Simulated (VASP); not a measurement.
# Re (I4/mmm) in VASP: single point with LDA

Aim: the single point of Re with LDA.

Program: VASP 6.6.1. These are calculated values, not measurements. Logs are shortened: lines on timing, memory, paths and dates and some standing lists are left out, and cuts for length are marked.

### 1 The cell of the first run

It takes space group I4/mmm (No. 139, tetragonal). The conventional cell has a = 3.034 Å, b = 3.034 Å, c = 3.347 Å, α = 90.00°, β = 90.00°, γ = 90.00°. Within 3.6 Å of Re (site symmetry 4/mmm) lie 14 Re at 2.72 to 3.35 Å.

### 2 Single point, LDA

INCAR reads:

```
PREC = Accurate ; ENCUT = 560
EDIFF = 1E-6 ; ISMEAR = 0
SIGMA = 0.15 ; LREAL = F
LASPH = T ; NELM = 120
ALGO = Normal ; ISIF = 2
LWAVE = F ; LCHARG = T
LELF = T ; LVHAR = T
NBANDS = 14 ; GGA_COMPAT = F
```

KPOINTS reads:

```
regular mesh
0
Gamma
  22 22 22
```

POSCAR reads:

```
Re
1.0
    0.0000000000      2.1455348132      1.6735171543
    2.1455348132      0.0000000000      1.6735171543
    2.1455348132      2.1455348132      0.0000000000
Re
1
Direct
    0.0000000000      0.0000000000      0.0000000000
```

Potentials or basis: VASP PAW LDA potentials, release 64 (Re_sv_GW).

Started as:

```console
$ cat potpaw_LDA.64/Re_sv_GW/POTCAR > POTCAR
$ mpirun -np 1 vasp_std > vasp.out
```

OUTCAR:

```text
PREC = Accurate
   ENCUT = 560
   EDIFF = 1E-6
   ISMEAR = 0
   LREAL = F
   LASPH = T
   NELM = 120
   ISIF = 2

 ion  position               nearest neighbor table
   1  0.000  0.000  0.000-

  LATTYP: Found a body centered tetragonal cell.
 ALAT       =     3.0342444314
 C/A-ratio  =     1.1030865787

  Lattice vectors:

 A1 = (   0.0000000000,  -2.1455348132,  -1.6735171543)
 A2 = (   0.0000000000,   2.1455348132,  -1.6735171543)
 A3 = (   2.1455348132,   0.0000000000,   1.6735171543)

Analysis of symmetry for initial positions (statically):
=====================================================================
 Subroutine PRICEL returns:
 Original cell was already a primitive cell.

 Routine SETGRP: Setting up the symmetry group for a
 body centered tetragonal supercell.

 Subroutine GETGRP returns: Found 16 space group operations
 (whereof 16 operations were pure point group operations)
 out of a pool of 16 trial point group operations.

The static configuration has the point symmetry D_4h.

Analysis of symmetry for dynamics (positions and initial velocities):
=====================================================================
 Subroutine PRICEL returns:
 Original cell was already a primitive cell.

 Routine SETGRP: Setting up the symmetry group for a
 body centered tetragonal supercell.

 Subroutine GETGRP returns: Found 16 space group operations
 (whereof 16 operations were pure point group operations)
 out of a pool of 16 trial point group operations.

The dynamic configuration has the point symmetry D_4h.

 Subroutine INISYM returns: Found 16 space group operations
 (whereof 16 operations are pure point group operations),
 and found     1 'primitive' translations

----------------------------------------------------------------------------------------

                                     Primitive cell

  volume of cell :      15.4075

  direct lattice vectors                    reciprocal lattice vectors
     0.000000000  2.145534813  1.673517154    -0.233042129  0.233042129  0.298771960
     2.145534813  0.000000000  1.673517154     0.233042129 -0.233042129  0.298771960
     2.145534813  2.145534813  0.000000000     0.233042129  0.233042129 -0.298771960

  length of vectors
     2.721025413  2.721025413  3.034244431     0.444839242  0.444839242  0.444839242

  position of ions in fractional coordinates (direct lattice)
     0.000000000  0.000000000  0.000000000

  ion indices of the primitive-cell ions
   primitive index   ion index
                 1           1

----------------------------------------------------------------------------------------

 KPOINTS: regular mesh

Automatic generation of k-mesh.
 Grid dimensions read from file:
 generate k-points for:   22   22   22

 Generating k-lattice:

  Cartesian coordinates                     Fractional coordinates (reciprocal lattice)
    -0.010592824  0.010592824  0.013580544     0.045454545  0.000000000  0.000000000
     0.010592824 -0.010592824  0.013580544     0.000000000  0.045454545  0.000000000
     0.010592824  0.010592824 -0.013580544    -0.000000000 -0.000000000  0.045454545

  Length of vectors
     0.020219966  0.020219966  0.020219966

  Shift w.r.t. Gamma in fractional coordinates (k-lattice)
     0.000000000  0.000000000  0.000000000

 Subroutine IBZKPT returns following result:
 ===========================================

 Found    834 irreducible k-points:

 Following reciprocal coordinates:
            Coordinates               Weight
  0.000000  0.000000  0.000000      1.000000
  0.045455 -0.000000  0.000000      8.000000
  0.090909 -0.000000  0.000000      8.000000
  0.136364  0.000000  0.000000      8.000000
  0.181818  0.000000  0.000000      8.000000
  0.227273 -0.000000  0.000000      8.000000
[... 16 lines left out ...]
  0.500000  0.045455  0.000000      8.000000
 -0.454545  0.045455  0.000000      8.000000
 [... further k-points ...]
   k-points           NKPTS =    834   k-points in BZ     NKDIM =    834   number of bands    NBANDS=     14
   number of dos      NEDOS =    301   number of ions     NIONS =      1
   total plane-waves  NPLWV =  13824
   dimension x,y,z NGX =    24 NGY =   24 NGZ =   24
   dimension x,y,z NGXF=    48 NGYF=   48 NGZF=   48
   ions per type =               1
   NGX,Y,Z   is equivalent  to a cutoff of  14.66, 14.66, 13.15 a.u.
   NGXF,Y,Z  is equivalent  to a cutoff of  29.33, 29.33, 26.30 a.u.
 SYSTEM =  unknown system
   PREC   = accura    normal or accurate (medium, high low for compatibility)
   ISTART =      0    job   : 0-new  1-cont  2-samecut
   ICHARG =      2    charge: 1-file 2-atom 10-const
   ISPIN  =      1    spin polarized calculation?
   LNONCOLLINEAR =      F non collinear calculations
   LSORBIT =      F    spin-orbit coupling
   LASPH  =      T    aspherical Exc in radial PAW
   ENCUT  =  560.0 eV  41.16 Ry    6.42 a.u.   5.25  5.25  5.85*2*pi/ulx,y,z
   NELM   =    120;   NELMIN=  2; NELMDL= -5     # of ELM steps
   EDIFF  = 0.1E-05   stopping-criterion for ELM
   LREAL  =      F    real-space projection
   EDIFFG = 0.1E-04   stopping-criterion for IOM
   NSW    =      0    number of steps for IOM
   IBRION =     -1    ionic relax: 0-MD 1-quasi-New 2-CG
   NFREE  =      0    steps in history (QN), initial steepest desc. (CG)
   ISIF   =      2    stress and relaxation
   ISYM   =      2    0-nonsym 1-usesym 2-fastsym
   POTIM  = 0.5000    time-step for ionic-motion
   TEBEG  =    0.0;   TEEND  =   0.0 temperature during run
   PSTRESS=    0.0 pullay stress
   NELECT =      15.0000    total number of electrons
   NUPDOWN=      -1.0000    fix difference up-down
   EMIN   =  10.00;   EMAX   =-10.00  energy-range for DOS
   EFERMI =   0.00;   METHOD = LEGACY
   ISMEAR =     0;   SIGMA  =   0.15  broadening in eV -4-tet -1-fermi 0-gaus
   EFERMI_NEDOS =   21; number of points for ismear=-14 and -15
   IALGO  =     38    algorithm
   IMIX   =      4    mixing-type and parameters
     AMIX     =   0.40;   BMIX     =  1.00
     AMIX_MAG =   1.60;   BMIX_MAG =  1.00
  volume/ion in A,a.u.               =      15.41       103.97
  Fermi-wavevector in a.u.,A,eV,Ry     =   1.622538  3.066152 35.819090  2.632629
  Thomas-Fermi vector in A             =   2.716135
   LORBIT       =      0    0 simple, 1 ext, 2 COOP (PROOUT), +10 PAW based schemes
   GGA     = CA    functional components
   LHFCALC =     F    Hartree Fock is set to
   AEXX    =    0.0000 exact exchange contribution
   IVDW    =     0    specifies the selected vdW correction
   LEPSILON=     F    determine dielectric tensor
   LRPA    =     F    only Hartree local field effects (RPA)
 non-spin polarized calculation
 Gauss-broadening in eV      SIGMA  =   0.15
  energy-cutoff  :      560.00
  volume of cell :       15.41
 maximum number of plane-waves:       480
 NGX is ok and might be reduce to    24
   NGX = 11   NGY = 11   NGZ = 11

 number of electron      15.0000001 magnetization

 Free energy of the ion-electron system (eV)
  ---------------------------------------------------
  ext. energy  EPLUGINS =         0.00000000
  ---------------------------------------------------
  free energy    TOTEN  =       -15.00489954 eV

  energy without entropy =      -14.98902331  energy(sigma->0) =      -14.99696143

 E-fermi :  12.6997     XC(G=0): -14.1503

 val. band max:       12.6969373109   @ k =  -0.4545   0.2727   0.1364
 cond. band min:      12.6998433435   @ k =  -0.3182   0.4091   0.1364
 fundamental gap:      0.0029060327
 Fermi energy:        12.6997263772

 k-point     1 :       0.0000    0.0000    0.0000
  band No.  band energies     occupation
      1     -67.4695      2.00000
      2     -29.0133      2.00000
      3     -28.9580      2.00000
      4     -28.9580      2.00000
      5       2.5437      2.00000
      6      10.0576      2.00000
      7      10.0576      2.00000
      8      11.1759      2.00000
      9      12.7877      0.40662
     10      14.1698      0.00000
     11      26.5015      0.00000
     12      28.2685      0.00000
     13      28.2685      0.00000
     14      37.8102      0.00000

 k-point     2 :       0.0455   -0.0000    0.0000
  band No.  band energies     occupation
      1     -67.4674      2.00000
      2     -29.0264      2.00000
      3     -28.9678      2.00000
      4     -28.9645      2.00000
      5       2.6394      2.00000
      6      10.0544      2.00000
      7      10.0857      2.00000
      8      11.1852      2.00000
      9      12.7434      0.68046
     10      14.1306      0.00000
     11      26.6676      0.00000
     12      28.3588      0.00000
     13      28.4245      0.00000
     14      36.3454      0.00000

 k-point     3 :       0.0909   -0.0000    0.0000
  band No.  band energies     occupation
      1     -67.4611      2.00000
      2     -29.0813      2.00000
      3     -28.9833      2.00000
      4     -28.9793      2.00000
      5       2.9196      2.00000
      6      10.0357      2.00000
      7      10.1226      2.00000
      8      11.2661      2.00000
      9      12.6319      1.47725
     10      14.0349      0.00000
     11      27.1029      0.00000
     12      28.5824      0.00000
     13      28.8842      0.00000
     14      35.0425      0.00000
[... 324 lines left out ...]
 k-point    23 :       0.5000    0.0455    0.0000
  band No.  band energies     occupation
      1     -67.3644      2.00000
      2     -30.0506      2.00000
      3     -29.2783      2.00000
      4     -29.0024      2.00000
      5       5.8506      2.00000
      6       8.7711      2.00000
      7      11.9835      2.00000
      8      12.7057      0.95527
      9      14.9875      0.00000
     10      16.9068      0.00000
     11      22.0302      0.00000
     12      24.8769      0.00000
     13      29.6277      0.00000
     14      33.7225      0.00000

 k-point    24 :      -0.4545    0.0455    0.0000
  band No.  band energies     occupation
      1     -67.3662      2.00000
      2     -30.0331      2.00000
      3     -29.2716      2.00000
      4     -29.0054      2.00000
      5       5.8576      2.00000
      6       8.7941      2.00000
      7      11.6881      2.00000
      8      12.8939      0.06714
      9      14.9027      0.00000
     10      16.6572      0.00000
     11      22.2985      0.00000
     12      24.9399      0.00000
     13      30.0064      0.00000
     14      33.7932      0.00000

 [... further k-points ...]

------------------------ aborting loop because EDIFF is reached ----------------------------------------

  FORCE on cell =-STRESS in cart. coord.  units (eV):
  Direction    XX          YY          ZZ          XY          YZ          ZX
  --------------------------------------------------------------------------------------
  -------------------------------------------------------------------------------------
  Total       -2.3425436     -2.3425436     -1.4816882      0.0000000      0.0000000      0.0000000
  in kB     -243.5942097   -243.5942097   -154.0763907      0.0000000      0.0000000      0.0000000
  external PRESSURE =    -213.7549367 kB  Pullay stress =       0.0000000 kB

 VOLUME and BASIS-vectors are now :
 -----------------------------------------------------------------------------
  energy-cutoff  :      560.00
  volume of cell :       15.41
      direct lattice vectors                 reciprocal lattice vectors
     0.000000000  2.145534813  1.673517154    -0.233042129  0.233042129  0.298771960
     2.145534813  0.000000000  1.673517154     0.233042129 -0.233042129  0.298771960
     2.145534813  2.145534813  0.000000000     0.233042129  0.233042129 -0.298771960

 POSITION                                       TOTAL-FORCE (eV/Angst)
 -----------------------------------------------------------------------------------
      0.00000      0.00000      0.00000         0.000000      0.000000      0.000000
 -----------------------------------------------------------------------------------
    total drift:                                0.000000      0.000000      0.000000

  FREE ENERGIE OF THE ION-ELECTRON SYSTEM (eV)
  ---------------------------------------------------
  free  energy   TOTEN  =       -15.0048995370 eV

  energy  without entropy=      -14.9890233137  energy(sigma->0) =      -14.99696143
```

Run time: 51 s. Hardware: 1 thread of Intel Xeon 6975P-C (Granite Rapids), shared host; peak memory 0.31 GiB.

Results:

```
Free energy            : -15.0049 eV
Pressure               : -21.4 GPa
Band gap on the k mesh : zero (an odd number of electrons rules out a gap without spin polarisation)
```

Stress tensor (GPa, compression positive):
```
-24.36   0.00   0.00
  0.00 -24.36   0.00
  0.00   0.00 -15.41
```

Caveat: the stress differs along the axes, from -24 to -15 GPa; spin-orbit coupling is left out, which moves the levels of the heavy elements.
